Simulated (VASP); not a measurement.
# Co (P6_3/mmc) in VASP: a series of runs, part 2 of 2

VASP 6.6.1. Earlier steps stand in the parts before.

## Step 5: Single point, PBEsol+D3(BJ), collinear spin, ferromagnetic start

This run uses another cell than the first one, of 10.05 Å³/atom.

Input file INCAR:

```
SYSTEM = Co
  PREC = Accurate
  ENCUT = 520
  EDIFF = 1E-6
  ISMEAR = -1
  SIGMA = 0.05
  LREAL = .False.
  LASPH = .True.
  NELM = 150
  ALGO = Fast
  ISIF = 2
  LWAVE = .False.
  LCHARG = .False.
  ISPIN = 2
  MAGMOM = 2 2 2 2
  LORBIT = 11
  LMAXMIX = 4
  GGA = PS
  IVDW = 12
  NBANDS = 30
```

Input file KPOINTS:

```
regular mesh
0
Gamma
  12 12 4
  0 0 0
```

Input file POSCAR:

```
Co
1.0
    2.4201280013      0.0000000000      0.0000000000
   -1.2100640007      2.0958923296      0.0000000000
    0.0000000000      0.0000000000      7.9231214745
Co
4
Direct
    0.6666666667      0.3333333333      0.7500000000
    0.0000000000      0.0000000000      0.5000000000
    0.3333333333      0.6666666667      0.2500000000
    0.0000000000      0.0000000000      0.0000000000
```

Potentials or basis: VASP PAW PBE potentials, release 64 (Co).

On the command line:

```sh
> cat potpaw_PBE.64/Co/POTCAR > POTCAR
> mpirun -np 1 vasp_std > vasp.out
```

OUTCAR:

```text
SYSTEM = Co
   PREC = Accurate
   ENCUT = 520
   EDIFF = 1E-6
   ISMEAR = -1
   LREAL = .False.
   LASPH = .True.
   NELM = 150
   ISIF = 2
   ISPIN = 2
   LORBIT = 11
   GGA = PS
   IVDW = 12
 IVDW          = 12

 ion  position               nearest neighbor table
   1  0.667  0.333  0.750-   2 2.42   4 2.42   2 2.42   4 2.42   2 2.42   4 2.42
   2  0.000  0.000  0.500-   1 2.42   3 2.42   1 2.42   3 2.42   1 2.42   3 2.42
   3  0.333  0.667  0.250-   2 2.42   4 2.42   2 2.42   4 2.42   2 2.42   4 2.42
   4  0.000  0.000  0.000-   1 2.42   3 2.42   1 2.42   3 2.42   1 2.42   3 2.42

  LATTYP: Found a hexagonal cell.
 ALAT       =     2.4201280013
 C/A-ratio  =     3.2738439745

  Lattice vectors:

[... 1819 lines left out ...]
    -1.210064001  2.095892330  0.000000000     0.000000000  0.477123746  0.000000000
     0.000000000  0.000000000  7.923121475     0.000000000  0.000000000  0.126212883

 POSITION                                       TOTAL-FORCE (eV/Angst)
 -----------------------------------------------------------------------------------
      1.21006      0.69863      5.94234        -0.000000      0.000000      0.000000
      0.00000      0.00000      3.96156         0.000000      0.000000      0.000000
     -0.00000      1.39726      1.98078        -0.000000     -0.000000     -0.000000
      0.00000      0.00000      0.00000         0.000000      0.000000      0.000000
 -----------------------------------------------------------------------------------
    total drift:                                0.000000     -0.000000      0.000000

  FREE ENERGIE OF THE ION-ELECTRON SYSTEM (eV)
  ---------------------------------------------------
  free  energy   TOTEN  =       -32.5295752484 eV

  energy  without entropy=      -32.4953611805  energy(sigma->0) =      -32.51246821

 total charge

# of ion       s       p       d       tot
------------------------------------------
    1        0.523   0.598   7.309   8.430
    2        0.524   0.594   7.317   8.435
    3        0.523   0.598   7.309   8.430
    4        0.524   0.594   7.317   8.435
--------------------------------------------------
tot          2.093   2.385  29.252  33.730

 magnetization (x)

# of ion       s       p       d       tot
------------------------------------------
    1       -0.015  -0.049   1.624   1.560
    2       -0.015  -0.047   1.601   1.539
    3       -0.015  -0.049   1.624   1.560
    4       -0.015  -0.047   1.601   1.539
--------------------------------------------------
tot         -0.059  -0.191   6.450   6.200
```

OSZICAR:

```text
N       E                     dE             d eps       ncg     rms          rms(c)
DAV:   1     0.238299628559E+03    0.23830E+03   -0.15484E+04  7016   0.165E+03
DAV:   2    -0.200741814600E+02   -0.25837E+03   -0.24044E+03  6846   0.313E+02
DAV:   3    -0.354187000576E+02   -0.15345E+02   -0.14471E+02  7608   0.102E+02
DAV:   4    -0.356986931478E+02   -0.27999E+00   -0.27960E+00  8536   0.135E+01
DAV:   5    -0.357096964980E+02   -0.11003E-01   -0.11002E-01  9380   0.213E+00    0.244E+01
RMM:   6    -0.315100795714E+02    0.41996E+01   -0.25982E+01  7508   0.523E+01    0.970E+00
RMM:   7    -0.315064930096E+02    0.35866E-02   -0.34890E+00  7394   0.211E+01    0.125E+01
RMM:   8    -0.318400740274E+02   -0.33358E+00   -0.94030E-01  7474   0.914E+00    0.145E+01
RMM:   9    -0.309069276971E+02    0.93315E+00   -0.34655E-01  7527   0.589E+00    0.254E+00
RMM:  10    -0.308856900856E+02    0.21238E-01   -0.61341E-02  8405   0.147E+00    0.728E-01
RMM:  11    -0.308844587721E+02    0.12313E-02   -0.11411E-02  8886   0.758E-01    0.331E-01
RMM:  12    -0.308850798069E+02   -0.62103E-03   -0.26149E-03  9408   0.257E-01    0.155E-01
RMM:  13    -0.308852460537E+02   -0.16625E-03   -0.57364E-04  8980   0.145E-01    0.842E-02
RMM:  14    -0.308852524504E+02   -0.63967E-05   -0.24090E-04  9422   0.763E-02    0.465E-02
RMM:  15    -0.308852562340E+02   -0.37836E-05   -0.31608E-05  9744   0.282E-02    0.316E-02
RMM:  16    -0.308852545535E+02    0.16805E-05   -0.74799E-06  7274   0.157E-02    0.790E-03
RMM:  17    -0.308852545746E+02   -0.21093E-07   -0.14423E-06  4586   0.742E-03
   1 F= -.32529575E+02 E0= -.32512468E+02  d E =-.342141E-01  mag=     6.1996
```

stdout:

```text
POSCAR found type information on POSCAR Co
 POSCAR found :  1 types and       4 ions
 scaLAPACK will be used
 -----------------------------------------------------------------------------
|                                                                             |
|                                                                             |
|     You enforced a specific xc type in the INCAR file but a different       |
|     I HOPE YOU KNOW WHAT YOU ARE DOING!                                     |
|                                                                             |
 -----------------------------------------------------------------------------

 LDA part: xc-table for (Slater+PW92), standard interpolation
 POSCAR, INCAR and KPOINTS ok, starting setup
 FFT: planning ... GRIDC
 FFT: planning ... GRID_SOFT
 FFT: planning ... GRID
 WAVECAR not read
 entering main loop
WARNING in EDDRMM: call to ZHEGV failed, returncode =   8  4     28
WARNING in EDDRMM: call to ZHEGV failed, returncode =   8  4     29
WARNING in EDDRMM: call to ZHEGV failed, returncode =   8  4     28
```

Wall time 1.9 min (1 thread of Intel Xeon 6975P-C (Granite Rapids), shared host); peak memory 0.23 GiB.

What came out:

| Quantity | Value |
| --- | --- |
| Free energy | -32.5296 eV |
| Pressure | 1.1 GPa |
| Net moment | 6.20 μB per cell |
| Site moments | Co +1.56, +1.54 (each value once) μB |
| Valence electrons inside the program's atomic spheres | Co 8.43, 8.44 (each value once) |
| Dispersion energy per atom | -0.411 eV |

Caveat: the PAW data sets were made with another functional, which shifts forces and pressure a little.

## Step 6: Single point, revPBE, collinear spin, ferromagnetic start

This run uses another cell than the first one, of 10.05 Å³/atom.

Input file INCAR:

```
  PREC = Accurate
  ENCUT = 520
  EDIFF = 1E-6
  ISMEAR = -1
  SIGMA = 0.05
  LREAL = False
  LASPH = True
  NELM = 150
  ALGO = Normal
  ISIF = 2
  LWAVE = False
  LCHARG = True
  ISPIN = 2
  MAGMOM = 2 2 2 2
  LORBIT = 11
  LMAXMIX = 4
  GGA = RE
  LELF = True
  LVHAR = True
  NBANDS = 30
```

Input file KPOINTS:

```
regular mesh
0
Gamma
  12 12 4
```

POSCAR is that of step 5.

Potentials or basis: VASP PAW PBE potentials, release 64 (Co).

On the command line:

```sh
> cat potpaw_PBE.64/Co/POTCAR > POTCAR
> mpirun -np 1 vasp_std > vasp.out
```

Run time: 1.7 min. Hardware: 1 thread of Intel Xeon 6975P-C (Granite Rapids), shared host; peak memory 0.23 GiB.

It converged, with:

* Free energy: -26.1972 eV
* Pressure: 24.2 GPa
* Net moment: 6.29 μB per cell
* Site moments: Co +1.59, +1.57 (each value once) μB
* Valence electrons inside the program's atomic spheres: Co 8.43, 8.44 (each value once)

Stress tensor (GPa, compression positive):
```
25.53  0.00  0.00
 0.00 25.53  0.00
 0.00  0.00 21.55
```

Levels at points of the mesh, in eV from the Fermi level:
Spin up:
| k point | band 17 | band 18 | band 19 | band 20 | band 21 | band 22 | band 23 | band 24 | band 25 | band 26 |
| --- | --- | --- | --- | --- | --- | --- | --- | --- | --- | --- |
| (0.00, 0.00, 0.00) | -1.84 | -1.49 | -1.49 | -1.14 | -1.14 | -0.71 | -0.71 | -0.33 | 6.84 | 15.55 |
| (0.50, 0.00, 0.00) | -0.53 | -0.44 | -0.43 | -0.41 | 0.30 | 1.47 | 2.76 | 3.42 | 7.64 | 7.66 |
| (0.00, 0.00, 0.50) | -1.65 | -1.65 | -1.65 | -1.65 | -0.90 | -0.90 | -0.90 | -0.90 | 9.88 | 9.88 |
| (0.50, 0.00, 0.50) | -0.59 | -0.59 | -0.45 | -0.45 | 1.41 | 1.41 | 3.07 | 3.07 | 7.97 | 7.97 |
Spin down:
| k point | band 10 | band 11 | band 12 | band 13 | band 14 | band 15 | band 16 | band 17 | band 18 | band 19 |
| --- | --- | --- | --- | --- | --- | --- | --- | --- | --- | --- |
| (0.00, 0.00, 0.00) | -1.28 | -1.28 | -0.97 | -0.97 | -0.92 | -0.92 | -0.39 | 0.03 | 0.03 | 0.41 |
| (0.50, 0.00, 0.00) | -1.28 | -0.92 | -0.14 | -0.10 | 0.52 | 1.27 | 1.30 | 1.30 | 1.33 | 1.39 |
| (0.00, 0.00, 0.50) | -1.19 | -1.19 | -1.19 | -1.07 | -1.07 | -1.07 | -1.07 | 0.23 | 0.23 | 0.23 |
| (0.50, 0.00, 0.50) | -0.96 | -0.95 | -0.95 | -0.28 | -0.28 | 0.86 | 0.86 | 1.29 | 1.29 | 1.40 |

Caveat: the cell stands under pressure; the PAW data sets were made with another functional, which shifts forces and pressure a little.

## Step 7: The runs side by side

```tsv
level	cell	gap on the mesh (eV)	pressure (GPa)	moment (μB)
PBE	a = 2.454, b = 2.454, c = 8.034 Å, angles 90.0, 90.0, 120.0°, 4 atoms	none	8.5	6.47
revPBE+D4	a = 2.474, b = 2.474, c = 8.001 Å, angles 90.0, 90.0, 120.0°, 4 atoms	none	-0.9	6.58
PBE+D4	a = 2.471, b = 2.471, c = 8.088 Å, angles 90.0, 90.0, 120.0°, 4 atoms	none	-2.3	6.57
PBEsol+D3(BJ)	a = 2.420, b = 2.420, c = 7.923 Å, angles 90.0, 90.0, 120.0°, 4 atoms	none	1.1	6.20
revPBE	a = 2.420, b = 2.420, c = 7.923 Å, angles 90.0, 90.0, 120.0°, 4 atoms	none	24.2	6.29
```

Alike in all rows: task single point; potentials or basis VASP PAW PBE potentials, release 64 (Co); spin collinear, ferromagnetic start; k mesh 12 × 12 × 4; cutoff (eV) 520; smearing fermi-dirac 0.05 eV.

Caveats: the PAW data sets were made with another functional, which shifts forces and pressure a little (at least some runs); the cell stands under pressure (at least some runs).

Absolute energies hang on the potentials; compare differences alone.
